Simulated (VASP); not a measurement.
# TaN (I4/mmm) in VASP: notebook

TaN is run at these levels: PBEsol; tasks: single point.

All numbers are computed with VASP 6.6.1; they aren't measurements. Logs are shortened: lines on timing, memory, paths and dates and some standing lists are left out, and cuts for length are marked.

### Step 1. The cell of the first run

Symmetry: I4/mmm, No. 139, tetragonal system. Conventional cell: a = 3.094 Å, b = 3.094 Å, c = 5.032 Å, α = 90.00°, β = 90.00°, γ = 90.00°. Ta (site symmetry 4/mmm) has 6 N at 2.19 to 2.52 Å within 2.9 Å. Within 2.9 Å of N (site symmetry 4/mmm) lie 6 Ta at 2.19 to 2.52 Å.

### Step 2. Single point, PBEsol (strain +0.1500 x Voigt [0, 1, 0, 0, 0, 0])

Contents of INCAR:

```
SYSTEM = TaN
PREC = Accurate
ENCUT = 520
EDIFF = 1E-6
ISMEAR = 0
SIGMA = 0.15
LREAL = .FALSE.
LASPH = .TRUE.
NELM = 60
ALGO = Normal
ISIF = 2
LWAVE = .FALSE.
LCHARG = .FALSE.
GGA = PS
NBANDS = 15
```

Contents of KPOINTS:

```
Automatic mesh
0
G
  24 24 24
  0 0 0
```

Contents of POSCAR:

```
TaN
1.0
    0.0000000000      2.5160214113      2.1878447055
    2.1878447055      0.0000000000      2.1878447055
    2.1878447055      2.5160214113      0.0000000000
Ta N
1 1
Direct
    0.5000000000      0.5000000000      0.5000000000
    0.0000000000      0.0000000000      0.0000000000
```

Potentials or basis: VASP PAW PBE potentials, release 64 (Ta_pv, N).

Run with:

```bash
$ cat potpaw_PBE.64/Ta_pv/POTCAR potpaw_PBE.64/N/POTCAR > POTCAR
$ mpirun -np 1 vasp_std > vasp.out
```

OUTCAR:

```text
SYSTEM = TaN
   PREC = Accurate
   ENCUT = 520
   EDIFF = 1E-6
   ISMEAR = 0
   LREAL = .FALSE.
   LASPH = .TRUE.
   NELM = 60
   ISIF = 2
   GGA = PS

 ion  position               nearest neighbor table
   1  0.500  0.500  0.500-   2 2.19   2 2.19   2 2.19   2 2.19   2 2.52   2 2.52
   2  0.000  0.000  0.000-   1 2.19   1 2.19   1 2.19   1 2.19   1 2.52   1 2.52

  LATTYP: Found a body centered tetragonal cell.
 ALAT       =     3.0940796549
 C/A-ratio  =     1.6263455967

  Lattice vectors:

 A1 = (   0.0000000000,  -2.5160214113,   2.1878447055)
 A2 = (   0.0000000000,  -2.5160214113,  -2.1878447055)
 A3 = (   2.1878447055,   2.5160214113,   0.0000000000)

Analysis of symmetry for initial positions (statically):
=====================================================================
 Subroutine PRICEL returns:
 Original cell was already a primitive cell.

 Routine SETGRP: Setting up the symmetry group for a
 body centered tetragonal supercell.

 Subroutine GETGRP returns: Found 16 space group operations
 (whereof 16 operations were pure point group operations)
 out of a pool of 16 trial point group operations.

The static configuration has the point symmetry D_4h.

Analysis of symmetry for dynamics (positions and initial velocities):
=====================================================================
 Subroutine PRICEL returns:
 Original cell was already a primitive cell.

 Routine SETGRP: Setting up the symmetry group for a
 body centered tetragonal supercell.

 Subroutine GETGRP returns: Found 16 space group operations
 (whereof 16 operations were pure point group operations)
 out of a pool of 16 trial point group operations.

The dynamic configuration has the point symmetry D_4h.

 Subroutine INISYM returns: Found 16 space group operations
 (whereof 16 operations are pure point group operations),
 and found     1 'primitive' translations

----------------------------------------------------------------------------------------

                                     Primitive cell

  volume of cell :      24.0867

  direct lattice vectors                    reciprocal lattice vectors
     0.000000000  2.516021411  2.187844705    -0.228535416  0.198726449  0.228535416
     2.187844705  0.000000000  2.187844705     0.228535416 -0.198726449  0.228535416
     2.187844705  2.516021411  0.000000000     0.228535416  0.198726449 -0.228535416

  length of vectors
     3.334220778  3.094079655  3.334220778     0.379406213  0.379406213  0.379406213

  position of ions in fractional coordinates (direct lattice)
     0.500000000  0.500000000  0.500000000
     0.000000000  0.000000000  0.000000000

  ion indices of the primitive-cell ions
   primitive index   ion index
                 1           1
                 2           2

----------------------------------------------------------------------------------------

 KPOINTS: Automatic mesh

Automatic generation of k-mesh.
 Grid dimensions read from file:
 generate k-points for:   24   24   24

 Generating k-lattice:

  Cartesian coordinates                     Fractional coordinates (reciprocal lattice)
    -0.009522309  0.008280269  0.009522309     0.041666667  0.000000000 -0.000000000
     0.009522309 -0.008280269  0.009522309     0.000000000  0.041666667  0.000000000
     0.009522309  0.008280269 -0.009522309    -0.000000000  0.000000000  0.041666667

  Length of vectors
     0.015808592  0.015808592  0.015808592

  Shift w.r.t. Gamma in fractional coordinates (k-lattice)
     0.000000000  0.000000000  0.000000000

 Subroutine IBZKPT returns following result:
 ===========================================

 Found   1063 irreducible k-points:

 Following reciprocal coordinates:
            Coordinates               Weight
  0.000000  0.000000  0.000000      1.000000
  0.041667  0.000000  0.000000      8.000000
  0.083333  0.000000  0.000000      8.000000
  0.125000  0.000000  0.000000      8.000000
  0.166667  0.000000  0.000000      8.000000
  0.208333  0.000000  0.000000      8.000000
[... 16 lines left out ...]
  0.416667  0.041667  0.000000     16.000000
  0.458333  0.041667 -0.000000     16.000000
 [... further k-points ...]
   k-points           NKPTS =   1063   k-points in BZ     NKDIM =   1063   number of bands    NBANDS=     15
   number of dos      NEDOS =    301   number of ions     NIONS =      2
   total plane-waves  NPLWV =  18816
   dimension x,y,z NGX =    28 NGY =   24 NGZ =   28
   dimension x,y,z NGXF=    56 NGYF=   48 NGZF=   56
   ions per type =               1   1
   NGX,Y,Z   is equivalent  to a cutoff of  13.96, 12.90, 13.96 a.u.
   NGXF,Y,Z  is equivalent  to a cutoff of  27.92, 25.79, 27.92 a.u.
 SYSTEM =  TaN
   PREC   = accura    normal or accurate (medium, high low for compatibility)
   ISTART =      0    job   : 0-new  1-cont  2-samecut
   ICHARG =      2    charge: 1-file 2-atom 10-const
   ISPIN  =      1    spin polarized calculation?
   LNONCOLLINEAR =      F non collinear calculations
   LSORBIT =      F    spin-orbit coupling
   LASPH  =      T    aspherical Exc in radial PAW
   ENCUT  =  520.0 eV  38.22 Ry    6.18 a.u.   6.20  5.75  6.20*2*pi/ulx,y,z
   NELM   =     60;   NELMIN=  2; NELMDL= -5     # of ELM steps
   EDIFF  = 0.1E-05   stopping-criterion for ELM
   LREAL  =      F    real-space projection
   EDIFFG = 0.1E-04   stopping-criterion for IOM
   NSW    =      0    number of steps for IOM
   IBRION =     -1    ionic relax: 0-MD 1-quasi-New 2-CG
   NFREE  =      0    steps in history (QN), initial steepest desc. (CG)
   ISIF   =      2    stress and relaxation
   ISYM   =      2    0-nonsym 1-usesym 2-fastsym
   POTIM  = 0.5000    time-step for ionic-motion
   TEBEG  =    0.0;   TEEND  =   0.0 temperature during run
   PSTRESS=    0.0 pullay stress
   NELECT =      16.0000    total number of electrons
   NUPDOWN=      -1.0000    fix difference up-down
   EMIN   =  10.00;   EMAX   =-10.00  energy-range for DOS
   EFERMI =   0.00;   METHOD = LEGACY
   ISMEAR =     0;   SIGMA  =   0.15  broadening in eV -4-tet -1-fermi 0-gaus
   EFERMI_NEDOS =   21; number of points for ismear=-14 and -15
   IALGO  =     38    algorithm
   IMIX   =      4    mixing-type and parameters
     AMIX     =   0.40;   BMIX     =  1.00
     AMIX_MAG =   1.60;   BMIX_MAG =  1.00
  volume/ion in A,a.u.               =      12.04        81.27
  Fermi-wavevector in a.u.,A,eV,Ry     =   1.428419  2.699321 27.761080  2.040382
  Thomas-Fermi vector in A             =   2.548483
   LORBIT       =      0    0 simple, 1 ext, 2 COOP (PROOUT), +10 PAW based schemes
   GGA     = PS    functional components
   LHFCALC =     F    Hartree Fock is set to
   AEXX    =    0.0000 exact exchange contribution
   IVDW    =     0    specifies the selected vdW correction
   LEPSILON=     F    determine dielectric tensor
   LRPA    =     F    only Hartree local field effects (RPA)
 non-spin polarized calculation
 Gauss-broadening in eV      SIGMA  =   0.15
  energy-cutoff  :      520.00
  volume of cell :       24.09
 maximum number of plane-waves:       664
 NGX is ok and might be reduce to    28
   NGX = 13   NGY = 11   NGZ = 13

 number of electron      16.0000001 magnetization

 Free energy of the ion-electron system (eV)
  ---------------------------------------------------
  ext. energy  EPLUGINS =         0.00000000
  ---------------------------------------------------
  free energy    TOTEN  =       -22.70668889 eV

  energy without entropy =      -22.69548535  energy(sigma->0) =      -22.70108712

 E-fermi :   7.8592     XC(G=0): -12.8871

 val. band max:        7.8584362295   @ k =   0.3333   0.2917   0.0000
 cond. band min:       7.8612021428   @ k =   0.4167   0.0833   0.0417
 fundamental gap:      0.0027659133
 Fermi energy:         7.8592128479

 k-point     1 :       0.0000    0.0000    0.0000
  band No.  band energies     occupation
      1     -27.9396      2.00000
      2     -27.8585      2.00000
      3     -27.8585      2.00000
      4      -9.8964      2.00000
      5       4.3658      2.00000
      6       4.6156      2.00000
      7       4.6156      2.00000
      8       5.2262      2.00000
      9       5.8490      2.00000
     10       6.8271      2.00000
     11       6.8271      2.00000
     12       8.7845      0.00000
     13      10.2826      0.00000
     14      17.5371      0.00000
     15      20.1538      0.00000

 k-point     2 :       0.0417    0.0000    0.0000
  band No.  band energies     occupation
      1     -27.9425      2.00000
      2     -27.8678      2.00000
      3     -27.8584      2.00000
      4      -9.8611      2.00000
      5       4.1498      2.00000
      6       4.3547      2.00000
      7       4.4822      2.00000
      8       5.4189      2.00000
      9       6.0293      2.00000
     10       6.8668      2.00000
     11       6.8946      2.00000
     12       8.9552      0.00000
     13      10.4044      0.00000
     14      17.6486      0.00000
     15      20.1538      0.00000

 k-point     3 :       0.0833    0.0000    0.0000
  band No.  band energies     occupation
      1     -27.9529      2.00000
      2     -27.8930      2.00000
      3     -27.8582      2.00000
      4      -9.7569      2.00000
      5       3.6443      2.00000
      6       3.9052      2.00000
      7       4.1415      2.00000
      8       5.7364      2.00000
      9       6.3537      2.00000
     10       6.9772      2.00000
     11       7.1263      2.00000
     12       9.4144      0.00000
     13      10.7439      0.00000
     14      17.9681      0.00000
     15      20.1534      0.00000

 k-point     4 :       0.1250    0.0000    0.0000
  band No.  band energies     occupation
      1     -27.9792      2.00000
      2     -27.9228      2.00000
      3     -27.8578      2.00000
      4      -9.5883      2.00000
      5       3.0100      2.00000
      6       3.4413      2.00000
      7       3.6980      2.00000
      8       6.0825      2.00000
      9       6.6223      2.00000
     10       7.1472      2.00000
     11       7.5494      1.99651
     12      10.0623      0.00000
     13      11.2389      0.00000
     14      18.4464      0.00000
     15      20.1527      0.00000
[... 307 lines left out ...]
 k-point    22 :       0.3750    0.0417   -0.0000
  band No.  band energies     occupation
      1     -28.3615      2.00000
      2     -28.0077      2.00000
      3     -27.8591      2.00000
      4      -7.8908      2.00000
      5      -0.6234      2.00000
      6       1.3913      2.00000
      7       1.5303      2.00000
      8       8.0691      0.04784
      9       9.0268      0.00000
     10       9.2400      0.00000
     11      10.4783      0.00000
     12      13.4300      0.00000
     13      14.8045      0.00000
     14      18.1651      0.00000
     15      20.1600      0.00000

 k-point    23 :       0.4167    0.0417    0.0000
  band No.  band energies     occupation
      1     -28.4079      2.00000
      2     -28.0159      2.00000
      3     -27.8594      2.00000
      4      -7.6368      2.00000
      5      -1.0194      2.00000
      6       1.2285      2.00000
      7       1.3291      2.00000
      8       8.5146      0.00000
      9       9.3661      0.00000
     10       9.7233      0.00000
     11      10.8647      0.00000
     12      13.1282      0.00000
     13      15.3113      0.00000
     14      18.1520      0.00000
     15      19.9769      0.00000

 k-point    24 :       0.4583    0.0417   -0.0000
  band No.  band energies     occupation
      1     -28.4383      2.00000
      2     -28.0215      2.00000
      3     -27.8600      2.00000
      4      -7.4579      2.00000
      5      -1.2879      2.00000
      6       1.1345      2.00000
      7       1.1921      2.00000
      8       8.9304      0.00000
      9       9.6137      0.00000
     10      10.0737      0.00000
     11      11.1511      0.00000
     12      12.6951      0.00000
     13      15.6972      0.00000
     14      18.3169      0.00000
     15      19.2349      0.00000

 [... further k-points ...]

------------------------ aborting loop because EDIFF is reached ----------------------------------------

  FORCE on cell =-STRESS in cart. coord.  units (eV):
  Direction    XX          YY          ZZ          XY          YZ          ZX
  --------------------------------------------------------------------------------------
  -------------------------------------------------------------------------------------
  Total       -3.1444351     -5.1175788     -3.1444351     -0.0000000      0.0000000      0.0000000
  in kB     -209.1586849   -340.4064722   -209.1586849     -0.0000000      0.0000000      0.0000000
  external PRESSURE =    -252.9079473 kB  Pullay stress =       0.0000000 kB

 VOLUME and BASIS-vectors are now :
 -----------------------------------------------------------------------------
  energy-cutoff  :      520.00
  volume of cell :       24.09
      direct lattice vectors                 reciprocal lattice vectors
     0.000000000  2.516021411  2.187844705    -0.228535416  0.198726449  0.228535416
     2.187844705  0.000000000  2.187844705     0.228535416 -0.198726449  0.228535416
     2.187844705  2.516021411  0.000000000     0.228535416  0.198726449 -0.228535416

 POSITION                                       TOTAL-FORCE (eV/Angst)
 -----------------------------------------------------------------------------------
      2.18784      2.51602      2.18784         0.000000      0.000000      0.000000
      0.00000      0.00000      0.00000         0.000000      0.000000      0.000000
 -----------------------------------------------------------------------------------
    total drift:                                0.000000      0.000000      0.000000

  FREE ENERGIE OF THE ION-ELECTRON SYSTEM (eV)
  ---------------------------------------------------
  free  energy   TOTEN  =       -22.7066888914 eV

  energy  without entropy=      -22.6954853548  energy(sigma->0) =      -22.70108712
```

Run time: 2.2 min. Hardware: 1 thread of Intel Xeon 6975P-C (Granite Rapids), shared host; peak memory 0.48 GiB.

Results:

```yaml
Free_energy: -22.7067 eV
Pressure: -25.3 GPa
Band_gap_on_the_k_mesh: zero (bands 8 and 9 overlap by 3.57 eV)
```

Stress tensor (GPa, compression positive):
```
-20.92   0.00   0.00
  0.00 -34.04   0.00
  0.00   0.00 -20.92
```

Caveat: the cell differs from its parent crystal (strain +0.1500 x Voigt [0, 1, 0, 0, 0, 0]); the cell stands under tension; the PAW data sets were made with another functional, which shifts forces and pressure a little; spin-orbit coupling is left out, which moves the levels of the heavy elements.

(Continued in part 2 of 2.)
